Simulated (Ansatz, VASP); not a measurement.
**KI2: VASP beside Ansatz**

```
K I
1.0
     7.37744    0.00000    0.00000
     0.00000    7.37744    0.00000
     0.00000    0.00000    4.75182
K I
2 4
Direct
  0.00000 0.00000 0.00000
  0.50000 0.50000 0.50000
  0.30600 0.30600 0.00000
  0.19400 0.80600 0.50000
  0.69400 0.69400 0.00000
  0.80600 0.19400 0.50000
```

Alike in both runs: task relaxation of cell and atoms; functional PBE; k mesh 4 × 4 × 4; occupations gaussian, width 0.1 eV; no spin polarisation.

```csv
,VASP,Ansatz
version,VASP 6.6.1,Ansatz 0.2.0
potentials or method,"VASP PAW PBE potentials, release 64 (K_sv, I), cutoff 600 eV","scalar-relativistic, plane waves, PAW"
valence electrons in the cell,46,86
```

|  | VASP | Ansatz | Ansatz less VASP |
| --- | --- | --- | --- |
| gap on the k mesh at the Fermi level, each at its own relaxed structure (eV) | none | none | - |
| relaxed volume (Å³/atom) | 59.02 | 59.44 | +0.419 |
| relaxed length of the cell vector where the two differ most in proportion (Å) | 8.062 | 8.111 | +0.0492 |

A gap of «none» marks a metal or a gap that the smearing closes. VASP's potentials hold 46 valence electrons a cell and Ansatz's 86, so a difference there can come from the potentials and not from the codes.

Spin-orbit coupling is off throughout. Noted on VASP's run: the volume moved by over 15 % at a fixed basis, so the end points are rough.
